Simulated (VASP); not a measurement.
## Ir: single point with LDA

The system is Ir.

```
CELL_PARAMETERS angstrom
2.64210 0.00000 0.00000
-1.32105 2.28813 0.00000
0.00000 0.00000 4.53240
ATOMIC_POSITIONS crystal
Ir 0.66667 0.33333 0.75000
Ir 0.33333 0.66667 0.25000
```

This isn't the form of Ir at room conditions, which is fcc.

- Program: VASP 6.6.1
- Task: single point
- Functional: LDA
- Potentials or basis: VASP PAW LDA potentials, release 64 (Ir)
- Cutoff: 520 eV
- k mesh: 18 × 18 × 10
- Occupations: gaussian, width 0.15 eV
- Spin: no spin polarisation

```yaml
Pressure: 10.1 GPa
Band_gap_on_the_k_mesh: zero (bands 9 and 10 overlap by 3.89 eV)
```

Stress tensor (GPa, compression positive):
```
18.28  0.00  0.00
 0.00 18.28  0.00
 0.00  0.00 -6.23
```

Levels at points of the mesh, in eV from the Fermi level:
| k point | band 6 | band 7 | band 8 | band 9 | band 10 | band 11 | band 12 | band 13 |
| --- | --- | --- | --- | --- | --- | --- | --- | --- |
| (0.00, 0.00, 0.00) | -3.42 | -3.42 | -1.93 | -1.93 | -1.34 | 0.42 | 0.42 | 6.68 |
| (0.50, 0.00, 0.00) | -3.38 | -3.28 | 0.87 | 1.25 | 1.57 | 3.30 | 4.89 | 8.57 |
| (0.00, 0.00, 0.50) | -3.99 | -3.99 | -3.99 | -0.37 | -0.37 | -0.37 | -0.37 | 13.33 |
| (0.50, 0.00, 0.50) | -1.94 | -0.92 | -0.92 | 1.43 | 1.43 | 2.16 | 2.16 | 8.34 |

It took 110 s on 1 thread of Intel Xeon 8259CL (shared host), peak memory 0.2 GiB.

Caveat: the stress differs along the axes, from -6 to 18 GPa; spin-orbit coupling is left out, which moves the levels of the heavy elements.
